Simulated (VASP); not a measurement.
# SrMg in VASP: notebook, part 2 of 3

VASP 6.6.1. Earlier steps stand in the parts before.

## Step 3: Electric field gradients, LDA (equal xy, yz and zx shear strains of -2 %)

INCAR

```
PREC = Accurate
ENCUT = 520
EDIFF = 1E-8
ISMEAR = -1
SIGMA = 0.05
LREAL = F
LASPH = T
NELM = 100
ALGO = Normal
ISIF = 2
LWAVE = F
LCHARG = F
GGA = CA
LEFG = T
NBANDS = 13
```

KPOINTS

```
regular mesh
0
Gamma
  9 9 9
```

POSCAR

```
SrMg
1.0
    3.9000000000     -0.0390000000     -0.0390000000
   -0.0390000000      3.9000000000     -0.0390000000
   -0.0390000000     -0.0390000000      3.9000000000
Sr Mg
1 1
Direct
    0.5000000000      0.5000000000      0.5000000000
    0.0000000000      0.0000000000      0.0000000000
```

Potentials or basis: VASP PAW LDA potentials, release 64 (Sr_sv, Mg).

Launch:

```sh
cat potpaw_LDA.64/Sr_sv/POTCAR potpaw_LDA.64/Mg/POTCAR > POTCAR
mpirun -np 1 vasp_std > vasp.out
```

OUTCAR:

```text
PREC = Accurate
   ENCUT = 520
   EDIFF = 1E-8
   ISMEAR = -1
   LREAL = F
   LASPH = T
   NELM = 100
   ISIF = 2
   GGA = CA

 ion  position               nearest neighbor table
   1  0.500  0.500  0.500-   2 3.31   2 3.31   2 3.40   2 3.40   2 3.40   2 3.40   2 3.40   2 3.40

   2  0.000  0.000  0.000-   1 3.31   1 3.31   1 3.40   1 3.40   1 3.40   1 3.40   1 3.40   1 3.40

  LATTYP: Found a trigonal (rhomboedric) cell.
 ALAT       =     3.9003899805
 COS(alpha) =    -0.0198960208

  Lattice vectors:

 A1 = (   3.9000000000,  -0.0390000000,  -0.0390000000)
 A2 = (  -0.0390000000,   3.9000000000,  -0.0390000000)
 A3 = (  -0.0390000000,  -0.0390000000,   3.9000000000)

Analysis of symmetry for initial positions (statically):
=====================================================================
 Subroutine PRICEL returns:
 Original cell was already a primitive cell.

 Routine SETGRP: Setting up the symmetry group for a
 trigonal (rhombohedral) supercell.

 Subroutine GETGRP returns: Found 12 space group operations
 (whereof 12 operations were pure point group operations)
 out of a pool of 12 trial point group operations.

The static configuration has the point symmetry D_3d.

Analysis of symmetry for dynamics (positions and initial velocities):
=====================================================================
 Subroutine PRICEL returns:
 Original cell was already a primitive cell.

 Routine SETGRP: Setting up the symmetry group for a
 trigonal (rhombohedral) supercell.

 Subroutine GETGRP returns: Found 12 space group operations
 (whereof 12 operations were pure point group operations)
 out of a pool of 12 trial point group operations.

The dynamic configuration has the point symmetry D_3d.

 Subroutine INISYM returns: Found 12 space group operations
 (whereof 12 operations are pure point group operations),
 and found     1 'primitive' translations

----------------------------------------------------------------------------------------

                                     Primitive cell

  volume of cell :      59.3011

  direct lattice vectors                    reciprocal lattice vectors
     3.900000000 -0.039000000 -0.039000000     0.256462067  0.002590526  0.002590526
    -0.039000000  3.900000000 -0.039000000     0.002590526  0.256462067  0.002590526
    -0.039000000 -0.039000000  3.900000000     0.002590526  0.002590526  0.256462067

  length of vectors
     3.900389981  3.900389981  3.900389981     0.256488233  0.256488233  0.256488233

  position of ions in fractional coordinates (direct lattice)
     0.500000000  0.500000000  0.500000000
     0.000000000  0.000000000  0.000000000

  ion indices of the primitive-cell ions
   primitive index   ion index
                 1           1
                 2           2

----------------------------------------------------------------------------------------

 KPOINTS: regular mesh

Automatic generation of k-mesh.
 Grid dimensions read from file:
 generate k-points for:    9    9    9

 Generating k-lattice:

  Cartesian coordinates                     Fractional coordinates (reciprocal lattice)
[... 75 lines left out ...]
   ISMEAR =    -1;   SIGMA  =   0.05  broadening in eV -4-tet -1-fermi 0-gaus
   EFERMI_NEDOS =   21; number of points for ismear=-14 and -15
   IALGO  =     38    algorithm
   IMIX   =      4    mixing-type and parameters
     AMIX     =   0.40;   BMIX     =  1.00
     AMIX_MAG =   1.60;   BMIX_MAG =  1.00
  volume/ion in A,a.u.               =      29.65       200.09
  Fermi-wavevector in a.u.,A,eV,Ry     =   0.961128  1.816268 12.568602  0.923766
  Thomas-Fermi vector in A             =   2.090472
   LORBIT       =      0    0 simple, 1 ext, 2 COOP (PROOUT), +10 PAW based schemes
   GGA     = CA    functional components
   LHFCALC =     F    Hartree Fock is set to
   AEXX    =    0.0000 exact exchange contribution
   IVDW    =     0    specifies the selected vdW correction
   LEPSILON=     F    determine dielectric tensor
   LRPA    =     F    only Hartree local field effects (RPA)
 non-spin polarized calculation
  energy-cutoff  :      520.00
  volume of cell :       59.30
 maximum number of plane-waves:      1609
 NGX is ok and might be reduce to    30
   NGX = 15   NGY = 15   NGZ = 15

 number of electron      12.0000000 magnetization

 Free energy of the ion-electron system (eV)
  ---------------------------------------------------
  ext. energy  EPLUGINS =         0.00000000
  ---------------------------------------------------
  free energy    TOTEN  =        -3.84129307 eV

  energy without entropy =       -3.82976320  energy(sigma->0) =       -3.83552814

 E-fermi :   2.6149     XC(G=0):  -8.8566

 val. band max:        2.5910048433   @ k =  -0.3333  -0.3333   0.2222
 cond. band min:       2.6160290836   @ k =   0.4444   0.3333   0.2222
 fundamental gap:      0.0250242403
 Fermi energy:         2.6149187893

 k-point     1 :       0.0000    0.0000    0.0000
  band No.  band energies     occupation
      1     -32.7896      2.00000
      2     -14.8549      2.00000
      3     -14.8328      2.00000
      4     -14.8328      2.00000
      5      -2.6450      2.00000
      6       3.2206      0.00001
      7       3.2206      0.00001
      8       7.0690      0.00000
      9       7.0690      0.00000
     10       7.0747      0.00000
     11       7.5572      0.00000
     12       7.7176      0.00000
     13       7.7176      0.00000
[... 354 lines left out ...]
  band No.  band energies     occupation
      1     -32.7555      2.00000
      2     -15.0922      2.00000
      3     -15.0883      2.00000
      4     -14.7864      2.00000
      5       0.1729      2.00000
      6       2.3293      1.99342
      7       2.7722      0.08259
      8       3.6154      0.00000
      9       5.8151      0.00000
     10       5.8913      0.00000
     11       9.1673      0.00000
     12       9.2869      0.00000
     13       9.5028      0.00000

 [... further k-points ...]
[... 5 lines left out ...]
  --------------------------------------------------------------------------------------
  -------------------------------------------------------------------------------------
  Total        1.2327351      1.2327351      1.2327351      0.2410846      0.2410846      0.2410846
  in kB       33.3056337     33.3056337     33.3056337      6.5135441      6.5135441      6.5135441
  external PRESSURE =      33.3056337 kB  Pullay stress =       0.0000000 kB

 VOLUME and BASIS-vectors are now :
 -----------------------------------------------------------------------------
  energy-cutoff  :      520.00
  volume of cell :       59.30
      direct lattice vectors                 reciprocal lattice vectors
     3.900000000 -0.039000000 -0.039000000     0.256462067  0.002590526  0.002590526
    -0.039000000  3.900000000 -0.039000000     0.002590526  0.256462067  0.002590526
    -0.039000000 -0.039000000  3.900000000     0.002590526  0.002590526  0.256462067

 POSITION                                       TOTAL-FORCE (eV/Angst)
 -----------------------------------------------------------------------------------
      1.91100      1.91100      1.91100         0.000000     -0.000000     -0.000000
      0.00000      0.00000      0.00000        -0.000000      0.000000      0.000000
 -----------------------------------------------------------------------------------
    total drift:                                0.000000      0.000000      0.000000

  FREE ENERGIE OF THE ION-ELECTRON SYSTEM (eV)
  ---------------------------------------------------
  free  energy   TOTEN  =        -3.8412930672 eV

  energy  without entropy=       -3.8297632045  energy(sigma->0) =       -3.83552814

 Electric field gradients (V/A^2)
---------------------------------------------------------------------
 ion       V_xx      V_yy      V_zz      V_xy      V_xz      V_yz
---------------------------------------------------------------------
   1       0.000     0.000    -0.000     0.902     0.902     0.902
   2       0.000     0.000     0.000     0.632     0.632     0.632
---------------------------------------------------------------------

 Electric field gradients after diagonalization (V/A^2)
 (convention: |V_zz| > |V_xx| > |V_yy|)
----------------------------------------------------------------------
 ion       V_xx      V_yy      V_zz     asymmetry (V_yy - V_xx)/ V_zz
----------------------------------------------------------------------
   1      -0.902    -0.902     1.804       0.000
   2      -0.632    -0.632     1.265       0.000
----------------------------------------------------------------------

           NMR quadrupolar parameters

 Cq : quadrupolar parameter    Cq=e*Q*V_zz/h
 eta: asymmetry parameters     (V_yy - V_xx)/ V_zz
 Q  : nuclear electric quadrupole moment in mb (millibarn)
----------------------------------------------------------------------
 ion       Cq(MHz)       eta       Q (mb)
----------------------------------------------------------------------
   1       0.004       0.000       1.000
   2       0.003       0.000       1.000
----------------------------------------------------------------------
```

Wall time 78 s (1 thread of Intel Xeon Platinum 8375C at 2.90GHz (Ice Lake), shared host); peak memory 0.2 GiB.

Results:

| Quantity | Value |
| --- | --- |
| Free energy | -3.8413 eV |
| Pressure | 3.3 GPa |
| Band gap on the k mesh | zero (band 6 reaches 3.22 eV, above the bottom of band 7 at 1.83 eV) |

Levels at points of the mesh, in eV from the Fermi level:
```csv
k point,band 2,band 3,band 4,band 5,band 6,band 7,band 8,band 9,band 10,band 11
"(0.00, 0.00, 0.00)",-17.47,-17.45,-17.45,-5.26,0.61,0.61,4.45,4.45,4.46,4.94
```

Electric field gradients, principal values (V/Å²):
| atom | least | middle | greatest (by size) |
| --- | --- | --- | --- |
| 1 Sr | -0.902 | -0.902 | 1.804 |
| 2 Mg | -0.632 | -0.632 | 1.265 |

Caveat: the cell differs from its parent crystal (equal xy, yz and zx shear strains of -2 %); without QUAD_EFG the Cq values of the log hold for a quadrupole moment of 1 mb, not for the nuclei.

[end of part 2 of 3]
